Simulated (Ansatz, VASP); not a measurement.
This is a calculation of As for Ansatz 0.2.0.

The input input.yaml:

```yaml
crystal:
  lattice:
    - [1.8807968987, 1.0858785957, 3.5140619945]
    - [-1.8807968987, 1.0858785957, 3.5140619945]
    - [0.0, -2.1717571915, 3.5140619945]
  atoms:
    - { symbol: As, position: [0.226, 0.226, 0.226] }
    - { symbol: As, position: [0.774, 0.774, 0.774] }
hamiltonian:
  xc: pbe
  pseudopotentials: { kind: paw }
  dispersion: d3bj
kpoints:
  mp_grid: { grid: [9, 9, 9] }
scf:
  occupations: { method: fermi_dirac, width: 0.05 }
output:
  forces: true
  stress: true
  eigenvalues: true
relax:
  f_tol: 0.01
  max_steps: 40
  cell: { stress_tol: 0.05 }
```

Potentials or basis: Ansatz PAW.

The run is started by

```console
$ ansatz run input.yaml --threads 2 --pin off --max-ram 5632MiB --backend cpu --events-out ev --progress --plain --runs-dir out
```

Q: Translate it to VASP 6.6.1. Potentials there: VASP PAW PBE potentials, release 64 (As).

A: As run (the cutoff follows the program's own potentials):

INCAR

```
SYSTEM = As
ALGO = Normal
EDIFF = 1E-7
EDIFFG = -0.01
ENCUT = 600
GGA = PE
IBRION = 2
ISIF = 3
ISMEAR = -1
IVDW = 12
LASPH = .TRUE.
LCHARG = .FALSE.
LREAL = .FALSE.
LWAVE = .FALSE.
NELM = 80
NSW = 60
PREC = Accurate
SIGMA = 0.05
```

Contents of KPOINTS:

```
k-points
0
G
  9 9 9
  0 0 0
```

POSCAR

```
As
1.0
    1.8807968987      1.0858785957      3.5140619945
   -1.8807968987      1.0858785957      3.5140619945
    0.0000000000     -2.1717571915      3.5140619945
As
2
Direct
    0.2260000000      0.2260000000      0.2260000000
    0.7740000000      0.7740000000      0.7740000000
```

Potentials or basis: VASP PAW PBE potentials, release 64 (As).

Launch:

```console
$ cat potpaw_PBE.64/As/POTCAR > POTCAR
$ mpirun -np 1 vasp_std > vasp.out
```

Both were run:

|  | VASP | Ansatz | Ansatz less VASP |
| --- | --- | --- | --- |
| gap on the k mesh at the Fermi level, each at its own relaxed structure (eV) | 0.10 | 0.09 | -0.014 |
| relaxed volume (Å³/atom) | 20.94 | 20.90 | -0.036 |
| relaxed cell length with the largest relative difference (Å) | 4.013 | 4.015 | +0.0023 |

VASP's potentials hold 10 valence electrons a cell and Ansatz's 30, so a difference there can come from the potentials and not from the codes.

Noted on Ansatz's run: odd divisions of the mesh miss points on the zone boundary, where band edges often lie, so the gap on the mesh can be too wide; the plane-wave basis is chosen anew once the cell has moved, so the energies of steps on either side of that aren't comparable.
